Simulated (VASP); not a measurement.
# CsPbCl3 (Pm-3m) in VASP: single point with PBE

Aim: the single point of CsPbCl3 with PBE.

Everything below comes from runs of VASP 6.6.1. Logs are shortened: lines on timing, memory, paths and dates and some standing lists are left out, and cuts for length are marked.

## 1. The cell of the first run

The structure is cubic, space group Pm-3m (No. 221). The conventional cell has a = 5.848 Å, b = 5.848 Å, c = 5.848 Å, α = 90.00°, β = 90.00°, γ = 90.00°. Cs (site symmetry m-3m) has 12 Cl at 4.13 Å and 8 Pb at 5.06 Å within 5.4 Å. Pb (site symmetry m-3m) has 6 Cl at 2.92 Å within 3.9 Å. Within 3.9 Å of Cl (site symmetry 4/mmm) lie 2 Pb at 2.92 Å.

## 2. Single point, PBE (39.99 Å³/atom)

Input file INCAR:

```
PREC     = Accurate       # precision mode
ENCUT    = 500            # plane-wave cutoff, eV
EDIFF    = 1E-6           # SCF threshold, eV
ISMEAR   = 0              # smearing method
SIGMA    = 0.02           # smearing width, eV
LREAL    = F              # projectors in reciprocal space
LASPH    = T              # aspherical terms in the spheres
NELM     = 120            # most SCF steps
ALGO     = Normal         # electronic algorithm
ISIF     = 2              # what is computed and relaxed
LWAVE    = F              # write WAVECAR
LCHARG   = T              # write CHGCAR
GGA      = PE             # functional
LELF     = T              # ELF
LVHAR    = T            
NBANDS   = 30             # bands
GGA_COMPAT= F
```

Input file KPOINTS:

```
Automatic mesh
0
Gamma
  6 6 6
```

Input file POSCAR:

```
CsPbCl3
1.0
    5.8477578305      0.0000000000      0.0000000000
    0.0000000000      5.8477578305      0.0000000000
    0.0000000000      0.0000000000      5.8477578305
Cs Pb Cl
1 1 3
Direct
    0.0000000000      0.0000000000      0.0000000000
    0.5000000000      0.5000000000      0.5000000000
    0.5000000000      0.5000000000      0.0000000000
    0.0000000000      0.5000000000      0.5000000000
    0.5000000000      0.0000000000      0.5000000000
```

Potentials or basis: VASP PAW PBE potentials, release 64 (Cs_sv, Pb_d, Cl).

On the command line:

```
$ cat potpaw_PBE.64/Cs_sv/POTCAR potpaw_PBE.64/Pb_d/POTCAR potpaw_PBE.64/Cl/POTCAR > POTCAR
$ mpirun -np 1 vasp_std > vasp.out
```

OUTCAR:

```text
PREC = Accurate
   ENCUT = 500
   EDIFF = 1E-6
   ISMEAR = 0
   LREAL = F
   LASPH = T
   NELM = 120
   ISIF = 2
   GGA = PE

 ion  position               nearest neighbor table
   1  0.000  0.000  0.000-
   2  0.500  0.500  0.500-   3 2.92   4 2.92   5 2.92   3 2.92   5 2.92   4 2.92
   3  0.500  0.500  0.000-   2 2.92   2 2.92
   4  0.000  0.500  0.500-   2 2.92   2 2.92
   5  0.500  0.000  0.500-   2 2.92   2 2.92

  LATTYP: Found a simple cubic cell.
 ALAT       =     5.8477578305

  Lattice vectors:

 A1 = (   5.8477578305,   0.0000000000,   0.0000000000)
 A2 = (   0.0000000000,   5.8477578305,   0.0000000000)
 A3 = (   0.0000000000,   0.0000000000,   5.8477578305)

Analysis of symmetry for initial positions (statically):
=====================================================================
 Subroutine PRICEL returns:
 Original cell was already a primitive cell.

 Routine SETGRP: Setting up the symmetry group for a
 simple cubic supercell.

 Subroutine GETGRP returns: Found 48 space group operations
 (whereof 48 operations were pure point group operations)
 out of a pool of 48 trial point group operations.

The static configuration has the point symmetry O_h .

Analysis of symmetry for dynamics (positions and initial velocities):
=====================================================================
 Subroutine PRICEL returns:
 Original cell was already a primitive cell.

 Routine SETGRP: Setting up the symmetry group for a
 simple cubic supercell.

 Subroutine GETGRP returns: Found 48 space group operations
 (whereof 48 operations were pure point group operations)
 out of a pool of 48 trial point group operations.

The dynamic configuration has the point symmetry O_h .

 Subroutine INISYM returns: Found 48 space group operations
 (whereof 48 operations are pure point group operations),
 and found     1 'primitive' translations

----------------------------------------------------------------------------------------

                                     Primitive cell

  volume of cell :     199.9715

  direct lattice vectors                    reciprocal lattice vectors
     5.847757830  0.000000000  0.000000000     0.171005713  0.000000000  0.000000000
     0.000000000  5.847757830  0.000000000     0.000000000  0.171005713  0.000000000
     0.000000000  0.000000000  5.847757830     0.000000000  0.000000000  0.171005713

  length of vectors
     5.847757830  5.847757830  5.847757830     0.171005713  0.171005713  0.171005713

  position of ions in fractional coordinates (direct lattice)
     0.000000000  0.000000000  0.000000000
     0.500000000  0.500000000  0.500000000
     0.500000000  0.500000000  0.000000000
     0.000000000  0.500000000  0.500000000
     0.500000000  0.000000000  0.500000000

  ion indices of the primitive-cell ions
   primitive index   ion index
                 1           1
                 2           2
                 3           3
                 4           4
                 5           5

----------------------------------------------------------------------------------------

 KPOINTS: Automatic mesh

Automatic generation of k-mesh.
 Grid dimensions read from file:
 generate k-points for:    6    6    6

 Generating k-lattice:

  Cartesian coordinates                     Fractional coordinates (reciprocal lattice)
     0.028500952  0.000000000  0.000000000     0.166666667  0.000000000  0.000000000
     0.000000000  0.028500952  0.000000000     0.000000000  0.166666667  0.000000000
     0.000000000  0.000000000  0.028500952     0.000000000  0.000000000  0.166666667

  Length of vectors
     0.028500952  0.028500952  0.028500952

  Shift w.r.t. Gamma in fractional coordinates (k-lattice)
     0.000000000  0.000000000  0.000000000

 Subroutine IBZKPT returns following result:
 ===========================================

 Found     20 irreducible k-points:

 Following reciprocal coordinates:
            Coordinates               Weight
  0.000000  0.000000  0.000000      1.000000
  0.166667  0.000000  0.000000      6.000000
  0.333333  0.000000  0.000000      6.000000
  0.500000  0.000000  0.000000      3.000000
  0.166667  0.166667  0.000000     12.000000
  0.333333  0.166667  0.000000     24.000000
[... 12 lines left out ...]
  0.500000  0.500000  0.333333      6.000000
  0.500000  0.500000  0.500000      1.000000
   k-points           NKPTS =     20   k-points in BZ     NKDIM =     20   number of bands    NBANDS=     30
   number of dos      NEDOS =    301   number of ions     NIONS =      5
   total plane-waves  NPLWV = 110592
   dimension x,y,z NGX =    48 NGY =   48 NGZ =   48
   dimension x,y,z NGXF=    96 NGYF=   96 NGZF=   96
   ions per type =               1   1   3
   NGX,Y,Z   is equivalent  to a cutoff of  13.65, 13.65, 13.65 a.u.
   NGXF,Y,Z  is equivalent  to a cutoff of  27.29, 27.29, 27.29 a.u.
 SYSTEM =  unknown system
   PREC   = accura    normal or accurate (medium, high low for compatibility)
   ISTART =      0    job   : 0-new  1-cont  2-samecut
   ICHARG =      2    charge: 1-file 2-atom 10-const
   ISPIN  =      1    spin polarized calculation?
   LNONCOLLINEAR =      F non collinear calculations
   LSORBIT =      F    spin-orbit coupling
   LASPH  =      T    aspherical Exc in radial PAW
   ENCUT  =  500.0 eV  36.75 Ry    6.06 a.u.  10.66 10.66 10.66*2*pi/ulx,y,z
   NELM   =    120;   NELMIN=  2; NELMDL= -5     # of ELM steps
   EDIFF  = 0.1E-05   stopping-criterion for ELM
   LREAL  =      F    real-space projection
   EDIFFG = 0.1E-04   stopping-criterion for IOM
   NSW    =      0    number of steps for IOM
   IBRION =     -1    ionic relax: 0-MD 1-quasi-New 2-CG
   NFREE  =      0    steps in history (QN), initial steepest desc. (CG)
   ISIF   =      2    stress and relaxation
   ISYM   =      2    0-nonsym 1-usesym 2-fastsym
   POTIM  = 0.5000    time-step for ionic-motion
   TEBEG  =    0.0;   TEEND  =   0.0 temperature during run
   PSTRESS=    0.0 pullay stress
   NELECT =      44.0000    total number of electrons
   NUPDOWN=      -1.0000    fix difference up-down
   EMIN   =  10.00;   EMAX   =-10.00  energy-range for DOS
   EFERMI =   0.00;   METHOD = LEGACY
   ISMEAR =     0;   SIGMA  =   0.02  broadening in eV -4-tet -1-fermi 0-gaus
   EFERMI_NEDOS =   21; number of points for ismear=-14 and -15
   IALGO  =     38    algorithm
   IMIX   =      4    mixing-type and parameters
     AMIX     =   0.40;   BMIX     =  1.00
     AMIX_MAG =   1.60;   BMIX_MAG =  1.00
  volume/ion in A,a.u.               =      39.99       269.89
  Fermi-wavevector in a.u.,A,eV,Ry     =   0.988332  1.867677 13.290182  0.976801
  Thomas-Fermi vector in A             =   2.119851
   LORBIT       =      0    0 simple, 1 ext, 2 COOP (PROOUT), +10 PAW based schemes
   GGA     = PE    functional components
   LHFCALC =     F    Hartree Fock is set to
   AEXX    =    0.0000 exact exchange contribution
   IVDW    =     0    specifies the selected vdW correction
   LEPSILON=     F    determine dielectric tensor
   LRPA    =     F    only Hartree local field effects (RPA)
 non-spin polarized calculation
 Gauss-broadening in eV      SIGMA  =   0.02
  energy-cutoff  :      500.00
  volume of cell :      199.97
 maximum number of plane-waves:      5112
 NGX is ok and might be reduce to    48
   NGX = 21   NGY = 21   NGZ = 21

 number of electron      43.9999997 magnetization

 Free energy of the ion-electron system (eV)
  ---------------------------------------------------
  ext. energy  EPLUGINS =         0.00000000
  ---------------------------------------------------
  free energy    TOTEN  =       -17.52406655 eV

  energy without entropy =      -17.52406655  energy(sigma->0) =      -17.52406655

 E-fermi :   0.4216     XC(G=0):  -7.2901

 val. band max:        0.3096576282   @ k =   0.5000   0.5000   0.5000
 cond. band min:       2.7121044782   @ k =   0.5000   0.5000   0.5000
 fundamental gap:      2.4024468501
 Fermi energy:         0.4216053693

 k-point     1 :       0.0000    0.0000    0.0000
  band No.  band energies     occupation
      1     -20.4848      2.00000
      2     -16.0091      2.00000
      3     -16.0091      2.00000
      4     -15.9035      2.00000
      5     -15.9035      2.00000
      6     -15.9035      2.00000
[... 22 lines left out ...]
     29       6.2604      0.00000
     30       6.2604      0.00000

 k-point     2 :       0.1667    0.0000    0.0000
  band No.  band energies     occupation
      1     -20.4846      2.00000
      2     -16.0091      2.00000
      3     -15.9971      2.00000
      4     -15.9036      2.00000
      5     -15.9036      2.00000
      6     -15.9035      2.00000
[... 22 lines left out ...]
     29       6.3411      0.00000
     30       6.6322      0.00000

 k-point     3 :       0.3333    0.0000    0.0000
  band No.  band energies     occupation
      1     -20.4841      2.00000
      2     -16.0091      2.00000
      3     -15.9726      2.00000
      4     -15.9040      2.00000
      5     -15.9040      2.00000
      6     -15.9035      2.00000
[... 22 lines left out ...]
     29       6.5490      0.00000
     30       7.1503      0.00000

 k-point     4 :       0.5000    0.0000    0.0000
  band No.  band energies     occupation
      1     -20.4839      2.00000
      2     -16.0091      2.00000
      3     -15.9601      2.00000
      4     -15.9042      2.00000
      5     -15.9042      2.00000
      6     -15.9035      2.00000
[... 484 lines left out ...]
     29       6.6874      0.00000
     30       7.0720      0.00000

 k-point    19 :       0.5000    0.5000    0.3333
  band No.  band energies     occupation
      1     -20.4825      2.00000
      2     -15.9457      2.00000
      3     -15.9321      2.00000
      4     -15.9048      2.00000
      5     -15.9046      2.00000
      6     -15.9046      2.00000
[... 22 lines left out ...]
     29       6.5518      0.00000
     30       7.2427      0.00000

 k-point    20 :       0.5000    0.5000    0.5000
  band No.  band energies     occupation
      1     -20.4823      2.00000
      2     -15.9321      2.00000
      3     -15.9321      2.00000
      4     -15.9048      2.00000
      5     -15.9048      2.00000
      6     -15.9048      2.00000
[... 22 lines left out ...]
     29       6.4559      0.00000
     30       7.5481      0.00000

------------------------ aborting loop because EDIFF is reached ----------------------------------------

  FORCE on cell =-STRESS in cart. coord.  units (eV):
  Direction    XX          YY          ZZ          XY          YZ          ZX
  --------------------------------------------------------------------------------------
  -------------------------------------------------------------------------------------
  Total       -1.4483578     -1.4483578     -1.4483578     -0.0000000      0.0000000     -0.0000000
  in kB      -11.6042831    -11.6042831    -11.6042831     -0.0000000      0.0000000     -0.0000000
  external PRESSURE =     -11.6042831 kB  Pullay stress =       0.0000000 kB

 VOLUME and BASIS-vectors are now :
 -----------------------------------------------------------------------------
  energy-cutoff  :      500.00
  volume of cell :      199.97
      direct lattice vectors                 reciprocal lattice vectors
     5.847757830  0.000000000  0.000000000     0.171005713  0.000000000  0.000000000
     0.000000000  5.847757830  0.000000000     0.000000000  0.171005713  0.000000000
     0.000000000  0.000000000  5.847757830     0.000000000  0.000000000  0.171005713

 POSITION                                       TOTAL-FORCE (eV/Angst)
 -----------------------------------------------------------------------------------
      0.00000      0.00000      0.00000         0.000000      0.000000      0.000000
      2.92388      2.92388      2.92388         0.000000      0.000000      0.000000
      2.92388      2.92388      0.00000         0.000000      0.000000      0.000000
      0.00000      2.92388      2.92388         0.000000      0.000000      0.000000
      2.92388      0.00000      2.92388         0.000000      0.000000      0.000000
 -----------------------------------------------------------------------------------
    total drift:                                0.000000     -0.000000     -0.000000

  FREE ENERGIE OF THE ION-ELECTRON SYSTEM (eV)
  ---------------------------------------------------
  free  energy   TOTEN  =       -17.5240665491 eV

  energy  without entropy=      -17.5240665491  energy(sigma->0) =      -17.52406655
```

Run time: 58 s. Hardware: 1 thread of Intel Xeon 6975P-C (Granite Rapids), shared host; peak memory 0.37 GiB.

What came out:

- Free energy: -17.5241 eV
- Pressure: -1.2 GPa
- Band gap on the k mesh: 2.40 eV

Levels at points of the mesh, in eV from the valence-band top:
```tsv
k point	band 19	band 20	band 21	band 22	band 23	band 24	band 25	band 26
(0.00, 0.00, 0.00)	-1.72	-1.66	-1.66	-1.66	3.91	5.09	5.09	5.92
(0.50, 0.00, 0.00)	-1.80	-1.73	-1.73	-1.23	3.22	5.20	5.40	5.40
(0.50, 0.50, 0.00)	-1.87	-1.87	-1.39	-0.60	2.85	2.85	5.07	5.95
(0.50, 0.50, 0.50)	-1.39	-1.39	-1.39	0.00	2.40	2.40	2.40	5.66
```

Caveat: spin-orbit coupling is left out, which moves the levels of the heavy elements.
